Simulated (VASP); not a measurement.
Set up this calculation in VASP 6.6.1, as the native input.

```yaml
Task: single point
Functional: PBE
Potentials_or_basis: VASP PAW PBE potentials, release 64 (Cr_sv, O)
Cutoff: 700 eV
k_mesh: 6 × 6 × 6
Occupations: gaussian, width 0.1 eV
Spin: collinear spin, ferromagnetic start
Starting_moments: "[-3.0, 0.0, 0.0] μB"
Dipole_correction: no
Further_INCAR_settings: ALGO = Normal; EDIFF = 1e-06; NBANDS = 24
```

The structure of CrO2 lies in POSCAR:

```
CrO2
1.0
    1.4899679969      0.8602334241      4.7899538005
   -1.4899679969      0.8602334241      4.7899538005
    0.0000000000     -1.7204668482      4.7899538005
Cr O
1 2
Direct
    0.5000000000      0.5000000000      0.5000000000
    0.7690820000      0.7690820000      0.7690820000
    0.2309180000      0.2309180000      0.2309180000
```

The input as run:

INCAR

```
PREC = Accurate
ENCUT = 700
EDIFF = 1E-6
ISMEAR = 0
SIGMA = 0.1
LREAL = F
LASPH = T
NELM = 200
ALGO = Normal
ISIF = 2
LWAVE = F
LCHARG = T
ISPIN = 2
MAGMOM = -3 0 0
LORBIT = 11
LMAXMIX = 4
GGA = PE
LELF = T
LVHAR = T
NBANDS = 24
GGA_COMPAT = F
```

KPOINTS

```
Automatic mesh
0
Gamma
  6 6 6
```

Potentials or basis: VASP PAW PBE potentials, release 64 (Cr_sv, O).

The run is started by

```sh
$ cat potpaw_PBE.64/Cr_sv/POTCAR potpaw_PBE.64/O/POTCAR > POTCAR
$ mpirun -np 1 vasp_std > vasp.out
```

Results of the run:

```
Pressure                                              : -8.6 GPa
Largest force                                         : 0.308 eV/Å
Band gap on the k mesh                                : zero (filled and empty bands overlap)
Net moment                                            : -2.00 μB per cell
Site moments                                          : Cr -1.99; O +0.09 μB
Valence electrons inside the program's atomic spheres : Cr 11.55; O 4.98
```

Caveat: the k points lie up to 0.41 Å⁻¹ apart; a cell with one magnetic atom can't hold antiferromagnetic order, which such compounds often take; semilocal functionals often make such compounds metallic where correlation or magnetic order opens a gap, which also shifts bond lengths.

Run time: 2.1 min on 1 thread of Intel(R) Xeon(R) 6975P-C (Granite Rapids), on a shared host, peak memory 0.42 GiB.
